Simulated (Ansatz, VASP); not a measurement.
Two plane-wave programs on SnO

INCAR

```
PREC     = Accurate       # precision mode
ENCUT    = 520            # plane-wave cutoff, eV
EDIFF    = 1E-6           # SCF threshold, eV
ISMEAR   = 0              # smearing method
SIGMA    = 0.05           # smearing width, eV
LREAL    = F              # projectors in reciprocal space
LASPH    = T              # aspherical terms in the spheres
NELM     = 100            # most SCF steps
ALGO     = Normal         # electronic algorithm
ISIF     = 2              # what is computed and relaxed
LWAVE    = F              # write WAVECAR
LCHARG   = T              # write CHGCAR
LDIPOL   = T            
IDIPOL   = 3            
DIPOL    = 0.5 0.5 0.394
GGA      = PE             # functional
IVDW     = 12             # dispersion correction
LELF     = T              # ELF
LVHAR    = T            
LVACPOTAV= T            
NBANDS   = 50             # bands
```

File KPOINTS:

```
regular mesh
0
Gamma
  7 7 1
```

Contents of POSCAR:

```
SnO
1.0
    3.8201636883      0.0000000000      0.0000000000
    0.0000000000      3.8201636883      0.0000000000
    0.0000000000      0.0000000000     22.2260802162
Sn O
4 4
Direct
    0.7500000000      0.2500000000      0.2024648501
    0.2500000000      0.7500000000      0.3087831971
    0.5000000000      1.0000000000      0.4797535150
    1.0000000000      0.5000000000      0.5860718620
    0.2500000000      0.2500000000      0.2556240236
    0.7500000000      0.7500000000      0.2556240236
    1.0000000000      1.0000000000      0.5329126885
    0.5000000000      0.5000000000      0.5329126885
```

Input for Ansatz:

```yaml
crystal:
  lattice:
    - [3.8201636883, 0.0, 0.0]
    - [0.0, 3.8201636883, 0.0]
    - [0.0, 0.0, 22.2260802162]
  atoms:
    - { symbol: Sn, position: [0.75, 0.25, 0.2024648501] }
    - { symbol: O, position: [0.25, 0.25, 0.2556240236] }
    - { symbol: O, position: [0.75, 0.75, 0.2556240236] }
    - { symbol: Sn, position: [0.25, 0.75, 0.3087831971] }
    - { symbol: Sn, position: [0.5, 1.0, 0.479753515] }
    - { symbol: O, position: [1.0, 1.0, 0.5329126885] }
    - { symbol: O, position: [0.5, 0.5, 0.5329126885] }
    - { symbol: Sn, position: [1.0, 0.5, 0.586071862] }
basis:
  ecutwfc: 420
kpoints:
  mp_grid: { grid: [7, 7, 1] }
hamiltonian:
  xc: pbe
  pseudopotentials: { kind: paw, azcp: { folder: soft_1 } }
  dispersion: d3bj
scf:
  occupations: { method: gaussian, width: 0.05 }
output:
  forces: true
  eigenvalues: true
efield:
  axis: 3
  dipole_correction: true
  ramp_width: 0.04
```

Alike in both runs: task single point; functional PBE; dispersion D3(BJ); k mesh 7 × 7 × 1; occupations gaussian, width 0.05 eV; no spin polarisation.

|  | VASP | Ansatz |
| --- | --- | --- |
| version | VASP 6.6.1 | Ansatz 0.2.0 |
| potentials or method | VASP PAW PBE potentials, release 64 (Sn_d, O), cutoff 520 eV | scalar-relativistic, plane waves, PAW |
| valence electrons in the cell | 80 | 80 |

VASP gave:

- gap on the k mesh at the Fermi level (eV): 2.31
- least direct gap on the mesh (eV): 2.48
- rms of the force components (eV/Å): 0.040

Problem. What did Ansatz give for the same quantities?

Solution. gap on the k mesh at the Fermi level (eV): 2.32; least direct gap on the mesh (eV): 2.52; rms of the force components (eV/Å): 0.032.
